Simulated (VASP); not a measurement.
Input of a VASP 6.6.1 run:

The input INCAR:

```
ALGO = Fast
EDIFF = 1E-6
ENCUT = 520
GGA = PS
ISIF = 2
ISMEAR = 0
LASPH = T
LCHARG = F
LREAL = F
LWAVE = F
NBANDS = 18
NELM = 100
PREC = Accurate
SIGMA = 0.15
```

KPOINTS

```
k-points
0
Gamma
  18 18 14
```

POSCAR

```
CuAu
1.0
    2.7580000000      0.0000000000      0.0000000000
    0.0000000000      2.7580000000      0.0000000000
    0.0000000000      0.0000000000      3.5599000000
Cu Au
1 1
Direct
    0.5000000000      0.5000000000      0.5000000000
    0.0000000000      0.0000000000      0.0000000000
```

Potentials or basis: VASP PAW PBE potentials, release 64 (Cu, Au).

Run with:

```console
$ cat potpaw_PBE.64/Cu/POTCAR potpaw_PBE.64/Au/POTCAR > POTCAR
$ mpirun -np 1 vasp_std > vasp.out
```

(1) Estimate the band gap on the k mesh.

(2) What does it give for the pressure?

Results:

(1) zero (bands 11 and 12 overlap by 7.70 eV).

(2) 10.0 GPa.

Caveat: the cell differs from its parent crystal (strain -0.015 along x and y, -0.030 along z); the cell stands under pressure; the PAW data sets were made with another functional, which shifts forces and pressure a little; spin-orbit coupling is left out, which moves the levels of the heavy elements.
